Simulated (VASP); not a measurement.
HfO2: single point with LDA

HfO2:

```xyz
3
Lattice="0.0000 2.5994 2.5994 2.5994 0.0000 2.5994 2.5994 2.5994 0.0000" Properties=species:S:1:pos:R:3 pbc="T T T"
Hf    0.0000    0.0000    0.0000
O     1.2997    1.2997    1.2997
O     3.8992    3.8992    3.8992
```

- Program: VASP 6.6.1
- Task: single point
- Functional: LDA
- Potentials or basis: VASP PAW LDA potentials, release 64 (Hf_pv, O)
- Cutoff: 520 eV
- k mesh: 6 × 6 × 6
- Occupations: gaussian, width 0.01 eV
- Spin: no spin polarisation
- Dipole correction: no
- Further INCAR settings: ALGO = Normal; EDIFF = 1e-06; NBANDS = 18

```json
{
 "Pressure": "-28.1 GPa",
 "Band gap on the k mesh": "3.40 eV, direct"
}
```

Levels at points of the mesh, in eV from the valence-band top:
| k point | band 8 | band 9 | band 10 | band 11 | band 12 | band 13 | band 14 | band 15 |
| --- | --- | --- | --- | --- | --- | --- | --- | --- |
| (0.00, 0.00, 0.00) | -4.96 | -0.58 | -0.58 | -0.58 | 3.50 | 3.50 | 5.09 | 9.45 |
| (0.50, 0.00, 0.00) | -2.96 | -2.59 | -1.75 | -1.75 | 4.15 | 4.15 | 6.25 | 8.53 |
| (0.50, 0.50, 0.00) | -3.31 | -1.43 | -1.43 | 0.00 | 3.39 | 4.93 | 5.92 | 7.43 |

Run time: 5.6 s on 1 thread of Intel Xeon 6975P-C (shared host), peak memory 0.14 GiB.

Caveat: spin-orbit coupling is left out, which moves the levels of the heavy elements. A k mesh can miss the band edges.
